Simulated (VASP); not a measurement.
Write the native input for VASP 6.6.1 that does the following.

| Property | Result |
| --- | --- |
| Task | single point |
| Functional | PBE |
| Potentials or basis | VASP PAW PBE potentials, release 64 (Fe, S) |
| Cutoff | 600 eV |
| k mesh | 6 × 6 × 8 |
| Occupations | fermi-dirac, width 0.02 eV |
| Spin | no spin polarisation |
| Dipole correction | no |
| Further INCAR settings | ALGO = Normal; EDIFF = 1e-06; NBANDS = 29 |

The structure of FeS2 lies in POSCAR:

```
FeS2
1.0
    4.6084848242      0.0000000000      0.0000000000
    0.0000000000      5.6171220509      0.0000000000
    0.0000000000      0.0000000000      3.5147442030
Fe S
2 4
Direct
    0.5000000000      0.5000000000      0.5000000000
    0.0000000000      0.0000000000      0.0000000000
    0.2993431453      0.8795675738      0.5000000000
    0.7006568547      0.1204324262      0.5000000000
    0.2006568547      0.3795675738      0.0000000000
    0.7993431453      0.6204324262      0.0000000000
```

This cell differs from its parent crystal: strain +4.0%.

One way to write it, as run:

INCAR

```
SYSTEM = FeS2
PREC = Accurate
ENCUT = 600
EDIFF = 1E-6
ISMEAR = -1
SIGMA = 0.02
LREAL = .FALSE.
LASPH = .TRUE.
NELM = 120
ALGO = Normal
ISIF = 2
LWAVE = .FALSE.
LCHARG = .TRUE.
GGA = PE
LELF = .TRUE.
LVHAR = .TRUE.
NBANDS = 29
GGA_COMPAT = .FALSE.
```

KPOINTS

```
Automatic mesh
0
G
  6 6 8
  0 0 0
```

Potentials or basis: VASP PAW PBE potentials, release 64 (Fe, S).

Run with:

```console
$ cat potpaw_PBE.64/Fe/POTCAR potpaw_PBE.64/S/POTCAR > POTCAR
$ mpirun -np 1 vasp_std > vasp.out
```

Results of the run:

```
Pressure               : -12.9 GPa
Largest force          : 0.318 eV/Å
Band gap on the k mesh : 0.60 eV (least direct gap 0.84 eV)
```

Caveat: the cell differs from its parent crystal (strain +4.0%); the cell stands under tension.

Wall time 5.1 min on 1 thread of Intel(R) Xeon(R) 6975P-C (Granite Rapids) (shared host), peak memory 0.36 GiB.
